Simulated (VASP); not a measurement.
# I (Fmmm) in VASP: notebook

The runs below take I through single point, with PBE.

Program: VASP 6.6.1. These are calculated values, not measurements. Logs are shortened: lines on timing, memory, paths and dates and some standing lists are left out, and cuts for length are marked.

### 1 The cell of the first run

It takes space group Fmmm (No. 69, orthorhombic). Conventional cell: a = 4.384 Å, b = 4.731 Å, c = 7.820 Å, α = 90.00°, β = 90.00°, γ = 90.00°. Within 4.2 Å of I (site symmetry mmm) lie 4 I at 3.23 Å.

### 2 Single point, PBE

INCAR reads:

```
PREC     = Accurate       # precision mode
ENCUT    = 520            # plane-wave cutoff, eV
EDIFF    = 1E-7           # SCF threshold, eV
ISMEAR   = -1             # smearing method
SIGMA    = 0.05           # smearing width, eV
LREAL    = False          # projectors in reciprocal space
LASPH    = True           # aspherical terms in the spheres
NELM     = 80             # most SCF steps
ALGO     = Normal         # electronic algorithm
ISIF     = 2              # what is computed and relaxed
LWAVE    = False          # write WAVECAR
LCHARG   = False          # write CHGCAR
GGA      = PE             # functional
NBANDS   = 10             # bands
```

KPOINTS reads:

```
Automatic mesh
0
Gamma
  9 9 9
```

POSCAR reads:

```
I
1.0
    0.0000000000      2.3656004428      3.9098401324
    2.1922454667      0.0000000000      3.9098401324
    2.1922454667      2.3656004428      0.0000000000
I
1
Direct
    0.0000000000      0.0000000000      0.0000000000
```

Potentials or basis: VASP PAW PBE potentials, release 64 (I).

Launch:

```sh
> cat potpaw_PBE.64/I/POTCAR > POTCAR
> mpirun -np 1 vasp_std > vasp.out
```

OUTCAR:

```text
PREC = Accurate
   ENCUT = 520
   EDIFF = 1E-7
   ISMEAR = -1
   LREAL = False
   LASPH = True
   NELM = 80
   ISIF = 2
   GGA = PE

 ion  position               nearest neighbor table
   1  0.000  0.000  0.000-

  LATTYP: Found a face centered orthorhombic cell.
 ALAT       =     4.3844909334
 B/A-ratio  =     1.0790764441
 C/A-ratio  =     1.7834864717

  Lattice vectors:

 A1 = (   0.0000000000,   2.3656004428,   3.9098401324)
 A2 = (   2.1922454667,   0.0000000000,   3.9098401324)
 A3 = (   2.1922454667,   2.3656004428,   0.0000000000)

Analysis of symmetry for initial positions (statically):
=====================================================================
 Subroutine PRICEL returns:
 Original cell was already a primitive cell.

 Routine SETGRP: Setting up the symmetry group for a
 face centered orthorhombic supercell.

 Subroutine GETGRP returns: Found  8 space group operations
 (whereof  8 operations were pure point group operations)
 out of a pool of  8 trial point group operations.

The static configuration has the point symmetry D_2h.

Analysis of symmetry for dynamics (positions and initial velocities):
=====================================================================
 Subroutine PRICEL returns:
 Original cell was already a primitive cell.

 Routine SETGRP: Setting up the symmetry group for a
 face centered orthorhombic supercell.

 Subroutine GETGRP returns: Found  8 space group operations
 (whereof  8 operations were pure point group operations)
 out of a pool of  8 trial point group operations.

The dynamic configuration has the point symmetry D_2h.

 Subroutine INISYM returns: Found  8 space group operations
 (whereof  8 operations are pure point group operations),
 and found     1 'primitive' translations

----------------------------------------------------------------------------------------

                                     Primitive cell

  volume of cell :      40.5527

  direct lattice vectors                    reciprocal lattice vectors
     0.000000000  2.365600443  3.909840132    -0.228076649  0.211362828  0.127882467
     2.192245467  0.000000000  3.909840132     0.228076649 -0.211362828  0.127882467
     2.192245467  2.365600443  0.000000000     0.228076649  0.211362828 -0.127882467

  length of vectors
     4.569782852  4.482498193  3.225214046     0.336224818  0.336224818  0.336224818

  position of ions in fractional coordinates (direct lattice)
     0.000000000  0.000000000  0.000000000

  ion indices of the primitive-cell ions
   primitive index   ion index
                 1           1

----------------------------------------------------------------------------------------

 KPOINTS: Automatic mesh

Automatic generation of k-mesh.
 Grid dimensions read from file:
 generate k-points for:    9    9    9

 Generating k-lattice:

  Cartesian coordinates                     Fractional coordinates (reciprocal lattice)
    -0.025341850  0.023484759  0.014209163     0.111111111  0.000000000  0.000000000
     0.025341850 -0.023484759  0.014209163     0.000000000  0.111111111  0.000000000
     0.025341850  0.023484759 -0.014209163     0.000000000  0.000000000  0.111111111

  Length of vectors
     0.037358313  0.037358313  0.037358313

  Shift w.r.t. Gamma in fractional coordinates (k-lattice)
     0.000000000  0.000000000  0.000000000

 Subroutine IBZKPT returns following result:
 ===========================================

 Found    125 irreducible k-points:

 Following reciprocal coordinates:
            Coordinates               Weight
  0.000000  0.000000  0.000000      1.000000
  0.111111  0.000000  0.000000      8.000000
  0.222222  0.000000  0.000000      8.000000
  0.333333  0.000000  0.000000      8.000000
  0.444444  0.000000  0.000000      8.000000
  0.111111  0.111111  0.000000      2.000000
[... 16 lines left out ...]
 -0.333333  0.333333 -0.000000      4.000000
  0.444444  0.444444  0.000000      2.000000
 [... further k-points ...]
   k-points           NKPTS =    125   k-points in BZ     NKDIM =    125   number of bands    NBANDS=     10
   number of dos      NEDOS =    301   number of ions     NIONS =      1
   total plane-waves  NPLWV =  31104
   dimension x,y,z NGX =    36 NGY =   36 NGZ =   24
   dimension x,y,z NGXF=    72 NGYF=   72 NGZF=   48
   ions per type =               1
   NGX,Y,Z   is equivalent  to a cutoff of  13.10, 13.35, 12.37 a.u.
   NGXF,Y,Z  is equivalent  to a cutoff of  26.19, 26.70, 24.74 a.u.
 SYSTEM =  unknown system
   PREC   = accura    normal or accurate (medium, high low for compatibility)
   ISTART =      0    job   : 0-new  1-cont  2-samecut
   ICHARG =      2    charge: 1-file 2-atom 10-const
   ISPIN  =      1    spin polarized calculation?
   LNONCOLLINEAR =      F non collinear calculations
   LSORBIT =      F    spin-orbit coupling
   LASPH  =      T    aspherical Exc in radial PAW
   ENCUT  =  520.0 eV  38.22 Ry    6.18 a.u.   8.50  8.33  6.00*2*pi/ulx,y,z
   NELM   =     80;   NELMIN=  2; NELMDL= -5     # of ELM steps
   EDIFF  = 0.1E-06   stopping-criterion for ELM
   LREAL  =      F    real-space projection
   EDIFFG = 0.1E-05   stopping-criterion for IOM
   NSW    =      0    number of steps for IOM
   IBRION =     -1    ionic relax: 0-MD 1-quasi-New 2-CG
   NFREE  =      0    steps in history (QN), initial steepest desc. (CG)
   ISIF   =      2    stress and relaxation
   ISYM   =      2    0-nonsym 1-usesym 2-fastsym
   POTIM  = 0.5000    time-step for ionic-motion
   TEBEG  =    0.0;   TEEND  =   0.0 temperature during run
   PSTRESS=    0.0 pullay stress
   NELECT =       7.0000    total number of electrons
   NUPDOWN=      -1.0000    fix difference up-down
   EMIN   =  10.00;   EMAX   =-10.00  energy-range for DOS
   EFERMI =   0.00;   METHOD = LEGACY
   ISMEAR =    -1;   SIGMA  =   0.05  broadening in eV -4-tet -1-fermi 0-gaus
   EFERMI_NEDOS =   21; number of points for ismear=-14 and -15
   IALGO  =     38    algorithm
   IMIX   =      4    mixing-type and parameters
     AMIX     =   0.40;   BMIX     =  1.00
     AMIX_MAG =   1.60;   BMIX_MAG =  1.00
  volume/ion in A,a.u.               =      40.55       273.66
  Fermi-wavevector in a.u.,A,eV,Ry     =   0.911523  1.722529 11.304731  0.830874
  Thomas-Fermi vector in A             =   2.035812
   LORBIT       =      0    0 simple, 1 ext, 2 COOP (PROOUT), +10 PAW based schemes
   GGA     = PE    functional components
   LHFCALC =     F    Hartree Fock is set to
   AEXX    =    0.0000 exact exchange contribution
   IVDW    =     0    specifies the selected vdW correction
   LEPSILON=     F    determine dielectric tensor
   LRPA    =     F    only Hartree local field effects (RPA)
 non-spin polarized calculation
  energy-cutoff  :      520.00
  volume of cell :       40.55
 maximum number of plane-waves:      1109
 NGX is ok and might be reduce to    36
   NGX = 17   NGY = 17   NGZ = 11

 number of electron       7.0000000 magnetization

 Free energy of the ion-electron system (eV)
  ---------------------------------------------------
  ext. energy  EPLUGINS =         0.00000000
  ---------------------------------------------------
  free energy    TOTEN  =        -1.39167695 eV

  energy without entropy =       -1.38654527  energy(sigma->0) =       -1.38911111

 E-fermi :   3.4999     XC(G=0):  -8.2597

 val. band max:        3.4943648804   @ k =  -0.2222   0.0000   0.1111
 cond. band min:       3.5311060321   @ k =  -0.1111   0.1111   0.1111
 fundamental gap:      0.0367411517
 Fermi energy:         3.4998779940

 k-point     1 :       0.0000    0.0000    0.0000
  band No.  band energies     occupation
      1     -10.3834      2.00000
      2       1.5533      2.00000
      3       4.2735      0.00000
      4       4.5466      0.00000
      5       8.0362      0.00000
      6      10.9730      0.00000
      7      11.7009      0.00000
      8      15.6112      0.00000
      9      15.9274      0.00000
     10      15.9287      0.00000

 k-point     2 :       0.1111    0.0000    0.0000
  band No.  band energies     occupation
      1     -10.2522      2.00000
      2       1.5499      2.00000
      3       3.2983      1.96513
      4       4.5034      0.00000
      5       8.3987      0.00000
      6      11.3602      0.00000
      7      12.7354      0.00000
      8      13.4643      0.00000
      9      15.9174      0.00000
     10      16.6177      0.00000

 k-point     3 :       0.2222    0.0000    0.0000
  band No.  band energies     occupation
      1      -9.8860      2.00000
      2       1.2218      2.00000
      3       1.6740      2.00000
      4       4.7119      0.00000
      5       9.1321      0.00000
      6      11.5838      0.00000
      7      11.7871      0.00000
      8      15.4238      0.00000
      9      16.3480      0.00000
     10      17.0564      0.00000

 k-point     4 :       0.3333    0.0000    0.0000
  band No.  band energies     occupation
      1      -9.3876      2.00000
      2      -0.4915      2.00000
      3       1.6838      2.00000
      4       4.9831      0.00000
      5       8.9823      0.00000
      6      11.8405      0.00000
      7      12.2071      0.00000
      8      15.5816      0.00000
      9      17.0842      0.00000
     10      17.6722      0.00000
[... 222 lines left out ...]
 k-point    22 :      -0.4444    0.3333   -0.0000
  band No.  band energies     occupation
      1      -9.6979      2.00000
      2       0.0312      2.00000
      3       1.1379      2.00000
      4       4.5588      0.00000
      5      11.1898      0.00000
      6      12.2024      0.00000
      7      14.4520      0.00000
      8      16.7504      0.00000
      9      17.2248      0.00000
     10      17.5320      0.00000

 k-point    23 :      -0.3333    0.3333   -0.0000
  band No.  band energies     occupation
      1      -9.2605      2.00000
      2      -0.5826      2.00000
      3       0.6172      2.00000
      4       4.8859      0.00000
      5      10.8554      0.00000
      6      11.7811      0.00000
      7      13.9339      0.00000
      8      15.8755      0.00000
      9      17.7409      0.00000
     10      18.0821      0.00000

 k-point    24 :       0.4444    0.4444    0.0000
  band No.  band energies     occupation
      1     -10.1430      2.00000
      2      -0.5176      2.00000
      3       4.0570      0.00003
      4       4.3502      0.00000
      5      10.4657      0.00000
      6      10.8053      0.00000
      7      13.8620      0.00000
      8      18.2933      0.00000
      9      18.3770      0.00000
     10      18.5669      0.00000

 [... further k-points ...]
[... 5 lines left out ...]
  --------------------------------------------------------------------------------------
  -------------------------------------------------------------------------------------
  Total        0.0956968      0.0370124      0.2003499     -0.0000000      0.0000000      0.0000000
  in kB        3.7808397      1.4623064      7.9155342     -0.0000000      0.0000000      0.0000000
  external PRESSURE =       4.3862268 kB  Pullay stress =       0.0000000 kB

 VOLUME and BASIS-vectors are now :
 -----------------------------------------------------------------------------
  energy-cutoff  :      520.00
  volume of cell :       40.55
      direct lattice vectors                 reciprocal lattice vectors
     0.000000000  2.365600443  3.909840132    -0.228076649  0.211362828  0.127882467
     2.192245467  0.000000000  3.909840132     0.228076649 -0.211362828  0.127882467
     2.192245467  2.365600443  0.000000000     0.228076649  0.211362828 -0.127882467

 POSITION                                       TOTAL-FORCE (eV/Angst)
 -----------------------------------------------------------------------------------
      0.00000      0.00000      0.00000         0.000000      0.000000      0.000000
 -----------------------------------------------------------------------------------
    total drift:                                0.000000      0.000000      0.000000

  FREE ENERGIE OF THE ION-ELECTRON SYSTEM (eV)
  ---------------------------------------------------
  free  energy   TOTEN  =        -1.3916769495 eV

  energy  without entropy=       -1.3865452676  energy(sigma->0) =       -1.38911111
```

Run time: 15 s. Hardware: 1 thread of Intel Xeon 6975P-C (Granite Rapids), shared host; peak memory 0.2 GiB.

Results:

```yaml
Free_energy: -1.3917 eV
Pressure: 0.4 GPa
```

Stress tensor (GPa, compression positive):
```
0.38 0.00 0.00
0.00 0.15 0.00
0.00 0.00 0.79
```

Caveat: spin-orbit coupling is left out, which moves the levels of the heavy elements; an odd number of electrons without spin polarisation forces a metal; a magnetic or distorted state may lie lower.

(Part 1 of 2 ends here.)
